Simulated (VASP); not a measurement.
# Cr (Im-3m) in VASP: single point with LDA+U

Aim: the single point of Cr with LDA+U.

Program: VASP 6.6.1. These are calculated values, not measurements. Logs are shortened: lines on timing, memory, paths and dates and some standing lists are left out, and cuts for length are marked.

## 1. The cell of the first run

The structure is cubic, space group Im-3m (No. 229). Conventional cell: a = 2.796 Å, b = 2.796 Å, c = 2.796 Å, α = 90.00°, β = 90.00°, γ = 90.00°. Within 3.2 Å of Cr (site symmetry m-3m) lie 14 Cr at 2.42 to 2.80 Å.

## 2. Single point, LDA+U, collinear spin, ferromagnetic start

Input file INCAR:

```
SYSTEM = Cr
PREC = Accurate ; ENCUT = 700
EDIFF = 1E-6 ; ISMEAR = -1
SIGMA = 0.1 ; LREAL = .False.
LASPH = .True. ; NELM = 200
ALGO = Normal ; ISIF = 2
LWAVE = .False. ; LCHARG = .False.
ISPIN = 2 ; MAGMOM = 2
LORBIT = 11 ; LMAXMIX = 4
LDAU = .True. ; LDAUTYPE = 2
LDAUL = 2 ; LDAUU = 3
LDAUJ = 0 ; LDAUPRINT = 1
GGA = CA ; NBANDS = 17
GGA_COMPAT = .False.
```

Input file KPOINTS:

```
Automatic mesh
0
Gamma
  21 21 21
  0.5 0.5 0.5
```

Input file POSCAR:

```
Cr
1.0
   -1.3978846488      1.3978846488      1.3978846488
    1.3978846488     -1.3978846488      1.3978846488
    1.3978846488      1.3978846488     -1.3978846488
Cr
1
Direct
    0.0000000000      0.0000000000      0.0000000000
```

Potentials or basis: VASP PAW LDA potentials, release 64 (Cr_sv).

On the command line:

```console
$ cat potpaw_LDA.64/Cr_sv/POTCAR > POTCAR
$ mpirun -np 1 vasp_std > vasp.out
```

OUTCAR:

```text
SYSTEM = Cr
   PREC = Accurate
   ENCUT = 700
   EDIFF = 1E-6
   ISMEAR = -1
   LREAL = .False.
   LASPH = .True.
   NELM = 200
   ISIF = 2
   ISPIN = 2
   LORBIT = 11
   GGA = CA

 ion  position               nearest neighbor table
   1  0.000  0.000  0.000-

  LATTYP: Found a body centered cubic cell.
 ALAT       =     2.7957692976

  Lattice vectors:

 A1 = (  -1.3978846488,   1.3978846488,   1.3978846488)
 A2 = (   1.3978846488,  -1.3978846488,   1.3978846488)
 A3 = (   1.3978846488,   1.3978846488,  -1.3978846488)

Analysis of symmetry for initial positions (statically):
=====================================================================
 Subroutine PRICEL returns:
 Original cell was already a primitive cell.

 Routine SETGRP: Setting up the symmetry group for a
 body centered cubic supercell.

 Subroutine GETGRP returns: Found 48 space group operations
 (whereof 48 operations were pure point group operations)
 out of a pool of 48 trial point group operations.

The static configuration has the point symmetry O_h .

Analysis of symmetry for dynamics (positions and initial velocities):
=====================================================================
 Subroutine PRICEL returns:
 Original cell was already a primitive cell.

 Routine SETGRP: Setting up the symmetry group for a
 body centered cubic supercell.

 Subroutine GETGRP returns: Found 48 space group operations
 (whereof 48 operations were pure point group operations)
 out of a pool of 48 trial point group operations.

The dynamic configuration has the point symmetry O_h .

Analysis of structural, dynamic, and magnetic symmetry:
=====================================================================
 Subroutine PRICEL returns:
 Original cell was already a primitive cell.

 Routine SETGRP: Setting up the symmetry group for a
 body centered cubic supercell.

 Subroutine GETGRP returns: Found 48 space group operations
 (whereof 48 operations were pure point group operations)
 out of a pool of 48 trial point group operations.

[... 158 lines left out ...]
  0.0000 -0.0000  0.2488 -0.0000  0.0000
 -0.0000  0.0000 -0.0000  0.4324 -0.0000
 -0.0000 -0.0000  0.0000 -0.0000  0.2488

 occupancies and eigenvectors

  o =  0.2488  v =  0.0000  0.0000  0.0000  0.0000  0.0000  0.0000 -0.0000 -0.0325  0.0000 -0.9995      0.0000  0.0000  0.0000  0.0000  0.0000  0.0000  0.0000  0.0000  0.0000  0.0000
  o =  0.2488  v =  0.0000  0.0000  0.0000  0.0000  0.0000  0.0000  0.0000 -0.9995 -0.0000  0.0325      0.0000  0.0000  0.0000  0.0000  0.0000  0.0000  0.0000  0.0000  0.0000  0.0000
  o =  0.2489  v =  0.0000 -0.0000 -0.1201  0.0000 -0.9928  0.0000  0.0000  0.0000  0.0000  0.0000      0.0000  0.0000  0.0000  0.0000  0.0000  0.0000  0.0000  0.0000  0.0000  0.0000
  o =  0.2489  v =  0.0000  0.0000 -0.9928  0.0000  0.1201  0.0000  0.0000  0.0000  0.0000  0.0000      0.0000  0.0000  0.0000  0.0000  0.0000  0.0000  0.0000  0.0000  0.0000  0.0000
  o =  0.4324  v =  0.0000  0.0000  0.0000  0.0000  0.0000  0.0000  0.1487 -0.0000  0.9889  0.0000      0.0000  0.0000  0.0000  0.0000  0.0000  0.0000  0.0000  0.0000  0.0000  0.0000
  o =  0.4324  v =  0.0000  0.0000  0.0000  0.0000  0.0000  1.0000  0.0000  0.0000  0.0000  0.0000      0.0000  0.0000  0.0000  0.0000  0.0000  0.0000  0.0000  0.0000  0.0000  0.0000
  o =  0.4324  v =  0.0000  0.0000  0.0000  0.0000  0.0000  0.0000  0.9889  0.0000 -0.1487 -0.0000      0.0000  0.0000  0.0000  0.0000  0.0000  0.0000  0.0000  0.0000  0.0000  0.0000
  o =  0.4324  v =  0.0000  0.4119  0.0000  0.9113  0.0000  0.0000  0.0000  0.0000  0.0000  0.0000      0.0000  0.0000  0.0000  0.0000  0.0000  0.0000  0.0000  0.0000  0.0000  0.0000
  o =  0.4324  v =  1.0000  0.0000  0.0000  0.0000  0.0000  0.0000  0.0000  0.0000  0.0000  0.0000      0.0000  0.0000  0.0000  0.0000  0.0000  0.0000  0.0000  0.0000  0.0000  0.0000
  o =  0.4324  v =  0.0000  0.9113 -0.0000 -0.4119 -0.0000  0.0000  0.0000  0.0000  0.0000  0.0000      0.0000  0.0000  0.0000  0.0000  0.0000  0.0000  0.0000  0.0000  0.0000  0.0000

 number of electron      14.0000003 magnetization      -0.0001418

 Free energy of the ion-electron system (eV)
  ---------------------------------------------------
  ext. energy  EPLUGINS =         0.00000000
  ---------------------------------------------------
  free energy    TOTEN  =        -7.32316499 eV

  energy without entropy =       -7.30321651  energy(sigma->0) =       -7.31319075

 E-fermi :  14.7434     XC(G=0): -14.4174

 val. band max:       14.7310232941   @ k =  -0.2619   0.3571   0.1667
 cond. band min:      14.7572029929   @ k =  -0.4048   0.4524   0.0238
 fundamental gap:      0.0261796988
 Fermi energy:        14.7434001902

 spin component 1

 k-point     1 :       0.0238    0.0238    0.0238
  band No.  band energies     occupation
      1     -56.6921      1.00000
      2     -27.8252      1.00000
      3     -27.7869      1.00000
      4     -27.7869      1.00000
      5       6.7473      1.00000
      6      13.6244      0.99999
[... 943 lines left out ...]
      6      12.5460      1.00000
[... 9 lines left out ...]
     16      47.4154      0.00000
     17      50.8426      0.00000

 [... further k-points ...]

------------------------ aborting loop because EDIFF is reached ----------------------------------------

  FORCE on cell =-STRESS in cart. coord.  units (eV):
  Direction    XX          YY          ZZ          XY          YZ          ZX
  --------------------------------------------------------------------------------------
  -------------------------------------------------------------------------------------
  Total        0.2263044      0.2263044      0.2263044      0.0000000      0.0000000     -0.0000000
  in kB       33.1840589     33.1840589     33.1840589      0.0000000      0.0000000     -0.0000000
  external PRESSURE =      33.1840589 kB  Pullay stress =       0.0000000 kB

 VOLUME and BASIS-vectors are now :
 -----------------------------------------------------------------------------
  energy-cutoff  :      700.00
  volume of cell :       10.93
      direct lattice vectors                 reciprocal lattice vectors
    -1.397884649  1.397884649  1.397884649     0.000000000  0.357683304  0.357683304
     1.397884649 -1.397884649  1.397884649     0.357683304  0.000000000  0.357683304
     1.397884649  1.397884649 -1.397884649     0.357683304  0.357683304  0.000000000

 POSITION                                       TOTAL-FORCE (eV/Angst)
 -----------------------------------------------------------------------------------
      0.00000      0.00000      0.00000        -0.000000     -0.000000      0.000000
 -----------------------------------------------------------------------------------
    total drift:                                0.000000      0.000000     -0.000000

  FREE ENERGIE OF THE ION-ELECTRON SYSTEM (eV)
  ---------------------------------------------------
  free  energy   TOTEN  =        -7.3231649935 eV

  energy  without entropy=       -7.3032165121  energy(sigma->0) =       -7.31319075

 total charge

# of ion       s       p       d       tot
------------------------------------------
    1        2.213   6.041   3.560  11.814

 magnetization (x)

# of ion       s       p       d       tot
------------------------------------------
    1        0.000   0.000  -0.000  -0.000
```

stdout:

```text
POSCAR found type information on POSCAR Cr
 POSCAR found :  1 types and       1 ions
 scaLAPACK will be used
 LDA part: xc-table for (Slater(with rela. corr.)+CA(PZ))
 , standard interpolation
 POSCAR, INCAR and KPOINTS ok, starting setup
 FFT: planning ... GRIDC
 FFT: planning ... GRID_SOFT
 FFT: planning ... GRID
 WAVECAR not read
 entering main loop
```

Run time: 4.4 min. Hardware: 1 thread of Intel Xeon Platinum 8259CL at 2.50GHz (Skylake/Cascade Lake), shared host; peak memory 0.22 GiB.

Results:

```
Free energy                                           : -7.3232 eV
Pressure                                              : 3.3 GPa
Band gap on the k mesh                                : zero (filled and empty bands overlap)
Net moment                                            : 0.00 μB per cell
Valence electrons inside the program's atomic spheres : Cr 11.81
```

Eigenvalues of the final occupation matrices:
| site | spin | trace | eigenvalues |
| --- | --- | --- | --- |
| site 1 d | 1 | 1.79 | 0.25 0.25 0.43 0.43 0.43 |
| site 1 d | 2 | 1.79 | 0.25 0.25 0.43 0.43 0.43 |

Caveat: the cell stands under pressure; the moments typed at the start vanished in this run; the U is typed as a test and isn't derived for this compound.

The gap in the log of VASP goes by the Fermi energy; the results here count the filled bands.